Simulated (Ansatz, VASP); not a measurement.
SnO2 in VASP and in Ansatz

```xyz
6
Lattice="4.7201 0.0000 0.0000 0.0000 4.7206 0.0000 0.0000 0.0000 3.1888" Properties=species:S:1:pos:R:3 pbc="T T T"
Sn    2.3601    2.3603    1.5944
Sn    0.0000    0.0000    0.0000
O     1.4443    1.3636    0.0000
O     3.8044    0.9967    1.5944
O     0.9157    3.7239    1.5944
O     3.2758    3.3570    0.0000
```

Alike in both runs: task single point; functional LDA; k mesh 6 × 6 × 8; occupations gaussian, width 0.05 eV; no spin polarisation.

|  | VASP | Ansatz |
| --- | --- | --- |
| version | VASP 6.6.1 | Ansatz 0.2.0 |
| potentials or method | VASP PAW LDA potentials, release 64 (Sn_d, O), cutoff 520 eV | scalar-relativistic, plane waves, PAW |
| valence electrons in the cell | 52 | 52 |

Ansatz gave:

| Property | Result |
| --- | --- |
| gap on the k mesh at the Fermi level (eV) | 1.04 |
| least direct gap on the mesh (eV) | 1.04 |
| pressure (GPa) | -0.9 |
| traceless stress, the component that is largest in VASP (GPa) | 1.95 |
| rms of the force components (eV/Å) | 0.606 |

Task: Which values does VASP return?

Result: gap on the k mesh at the Fermi level (eV): 1.07; least direct gap on the mesh (eV): 1.07; pressure (GPa): 0.5; traceless stress, the component that is largest in VASP (GPa): 1.94; rms of the force components (eV/Å): 0.613.

Ansatz warns that its potentials were made for another functional, while VASP's fit it. LDA's correlation is that of Perdew and Zunger in VASP and of Perdew and Wang (1992) in Ansatz. Atom by atom the forces differ by 0.008 eV/Å (rms over components).
